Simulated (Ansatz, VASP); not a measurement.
Two plane-wave programs on TaN

```
Ta N
1.0
     0.00000    2.18744    2.15835
     2.18744    0.00000    2.15835
     2.18744    2.18744    0.00000
Ta N
1 1
Direct
  0.50000 0.50000 0.50000
  0.00000 0.00000 0.00000
```

Change from the starting cell: engineering shear strain xz +0.0000, normal strain along z -0.0133.

Alike in both runs: task single point; functional PBEsol; k mesh 18 × 18 × 18; occupations gaussian, width 0.15 eV; no spin polarisation.

```csv
,VASP,Ansatz
version,VASP 6.6.1,Ansatz 0.2.0
potentials or method,"VASP PAW PBE potentials, release 64 (Ta_pv, N), cutoff 520 eV","scalar-relativistic, plane waves, PAW"
valence electrons in the cell,16,18
```

```csv
,VASP,Ansatz,Ansatz less VASP
gap on the k mesh at the Fermi level (eV),none,none,-
pressure (GPa),6.3,5.0,-1.34
"traceless stress, the component that is largest in VASP (GPa)",6.21,6.15,-0.064
```

VASP's potentials were made for PBE, not for PBEsol, and Ansatz warns of the same on its side. A gap of «none» marks a metal or a gap that the smearing closes. VASP's potentials hold 16 valence electrons a cell and Ansatz's 18, so a difference there can come from the potentials and not from the codes.

Spin-orbit coupling is off throughout.
